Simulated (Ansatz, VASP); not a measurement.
Two plane-wave programs on Hf

File INCAR:

```
SYSTEM = Hf
ALGO     = Normal         ! electronic algorithm
EDIFF    = 1E-6           ! SCF threshold, eV
ENCUT    = 520            ! plane-wave cutoff, eV
GGA      = PE             ! functional
GGA_COMPAT= .FALSE.      
ISIF     = 2              ! what is computed and relaxed
ISMEAR   = -5             ! smearing method
IVDW     = 13             ! dispersion correction
LASPH    = .TRUE.         ! aspherical terms in the spheres
LCHARG   = .FALSE.        ! write CHGCAR
LMAXMIX  = 4              ! l up to which the mixer works
LORBIT   = 11             ! projections on sites
LORBMOM  = .TRUE.       
LREAL    = .FALSE.        ! projectors in reciprocal space
LSORBIT  = .TRUE.         ! spin-orbit coupling
LWAVE    = .FALSE.        ! write WAVECAR
MAGMOM   = 0.289 0.289 0.289 ! initial moments
NBANDS   = 21             ! bands
NELM     = 150            ! most SCF steps
PREC     = Accurate       ! precision mode
SIGMA    = 0.05           ! smearing width, eV
```

The input KPOINTS:

```
k-points
0
G
  10 10 10
  0 0 0
```

Contents of POSCAR:

```
Hf
1.0
    0.0000000000      2.2200000000      2.2200000000
    2.2200000000      0.0000000000      2.2200000000
    2.2200000000      2.2200000000      0.0000000000
Hf
1
Direct
    0.0000000000      0.0000000000      0.0000000000
```

input.yaml

```yaml
crystal:
  lattice:
    - [0.0, 2.22, 2.22]
    - [2.22, 0.0, 2.22]
    - [2.22, 2.22, 0.0]
  atoms:
    - { symbol: Hf, position: [0.0, 0.0, 0.0], spin: 0.501, spin_axis: [0.289, 0.289, 0.289] }
hamiltonian:
  xc: pbe
  pseudopotentials: { kind: paw_fr }
  dispersion: d4
magnetization:
  noncollinear: true
  spin_orbit: true
kpoints:
  mp_grid: { grid: [10, 10, 10] }
scf:
  occupations: { method: tetrahedron }
output:
  forces: true
  stress: true
  write_density: true
  write_potential: true
  elf: true
  volumetric_format: npy
```

Alike in both runs: functional PBE; dispersion D4; k mesh 10 × 10 × 10; occupations tetrahedron; non-collinear spin, spin-orbit coupling.

|  | VASP | Ansatz |
| --- | --- | --- |
| version | VASP 6.6.1 | Ansatz 0.2.0 |
| potentials or method | VASP PAW PBE potentials, release 64 (Hf_pv) | Ansatz PAW |
| plane-wave cutoff (eV) | 520 | 420 |
| valence electrons in the cell | 10 | 26 |
| task | single point | electron localisation function |

```tsv
	VASP	Ansatz	Ansatz less VASP
pressure (GPa)	1.0	1.6	+0.62
net moment per atom (μB)	0.00	0.00	0.000
```

VASP's potentials hold 10 valence electrons a cell and Ansatz's 26, so a difference there can come from the potentials and not from the codes.
